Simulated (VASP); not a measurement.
Here is a VASP 6.6.1 calculation.

Contents of INCAR:

```
SYSTEM = BiB2Sb3
ALGO = Normal ; EDIFF = 1E-7
ENCUT = 520 ; GGA = PS
ISIF = 2 ; ISMEAR = -1
LASPH = .TRUE. ; LCHARG = .FALSE.
LREAL = .FALSE. ; LWAVE = .FALSE.
NBANDS = 27 ; NELM = 60
PREC = Accurate ; SIGMA = 0.03
```

The input KPOINTS:

```
k-points
0
G
  6 6 6
  0 0 0
```

POSCAR

```
BiB2Sb3
1.0
   -1.7470711858      2.9770181388      6.0805901975
    1.7470711858     -2.9770181388      6.0805901975
    1.7470711858      2.9770181388     -6.0805901975
Bi B Sb
1 2 3
Direct
    0.0000000000      0.0000000000      0.0000000000
    0.6513708946      0.6513708946      0.0000000000
    0.3486291054      0.3486291054      0.0000000000
    0.5000000000      0.0000000000      0.5000000000
    0.2260409328      0.7260409328      0.5000000000
    0.7739590672      0.2739590672      0.5000000000
```

Potentials or basis: VASP PAW PBE potentials, release 64 (Bi_d, B, Sb).

The run is started by

```sh
$ cat potpaw_PBE.64/Bi_d/POTCAR potpaw_PBE.64/B/POTCAR potpaw_PBE.64/Sb/POTCAR > POTCAR
$ mpirun -np 1 vasp_std > vasp.out
```

**Question.** Estimate the largest force.

**Answer.** 0.069 eV/Å.

**Question.** Predict the pressure.

**Answer.** 0.2 GPa.

**Question.** Estimate the band gap on the k mesh.

**Answer.** Zero (bands 18 and 19 overlap by 3.55 eV).

Forces on the atoms (eV/Å):
```
Bi   0.000  0.000  0.000
B    0.000  0.000 -0.046
B    0.000  0.000  0.046
Sb   0.000  0.000  0.000
Sb   0.000  0.000 -0.069
Sb   0.000  0.000  0.069
```

Caveat: the PAW data sets were made with another functional, which shifts forces and pressure a little; spin-orbit coupling is left out, which moves the levels of the heavy elements.
